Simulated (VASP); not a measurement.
Wanted: the native input for a VASP 6.6.1 run.

- Task: single point
- Functional: PBEsol
- Potentials or basis: VASP PAW PBE potentials, release 64 (Bi_d)
- Cutoff: 520 eV
- k mesh: 12 × 12 × 12
- Occupations: gaussian, width 0.15 eV
- Spin: no spin polarisation
- Dipole correction: no
- Further INCAR settings: ALGO = Fast; EDIFF = 1e-06; NBANDS = 22

The structure of Bi lies in POSCAR:

```
Bi
1.0
    2.3411896687      1.3516864855      3.8353800000
   -2.3411896687      1.3516864855      3.8353800000
    0.0000000000     -2.7033729709      3.8353800000
Bi
2
Direct
    0.2338900000      0.2338900000      0.2338900000
    0.7661100000      0.7661100000      0.7661100000
```

This cell differs from its parent crystal: strain +0.030 along x and y, -0.030 along z.

The input as run:

INCAR

```
  PREC = Accurate
  ENCUT = 520
  EDIFF = 1E-6
  ISMEAR = 0
  SIGMA = 0.15
  LREAL = F
  LASPH = T
  NELM = 100
  ALGO = Fast
  ISIF = 2
  LWAVE = F
  LCHARG = F
  GGA = PS
  NBANDS = 22
```

KPOINTS

```
regular mesh
0
Gamma
  12 12 12
```

Potentials or basis: VASP PAW PBE potentials, release 64 (Bi_d).

The run is started by

```sh
$ cat potpaw_PBE.64/Bi_d/POTCAR > POTCAR
$ mpirun -np 1 vasp_std > vasp.out
```

It gave:

| Quantity | Value |
| --- | --- |
| Pressure | -2.2 GPa |
| Largest force | 0.094 eV/Å |
| Band gap on the k mesh | zero (bands 15 and 16 overlap by 0.15 eV) |

Caveat: the cell differs from its parent crystal (strain +0.030 along x and y, -0.030 along z); the PAW data sets were made with another functional, which shifts forces and pressure a little; spin-orbit coupling is left out, which moves the levels of the heavy elements.

Run time: 12 min on 1 thread of Intel Xeon 8259CL, with other jobs on the host, peak memory 0.34 GiB.
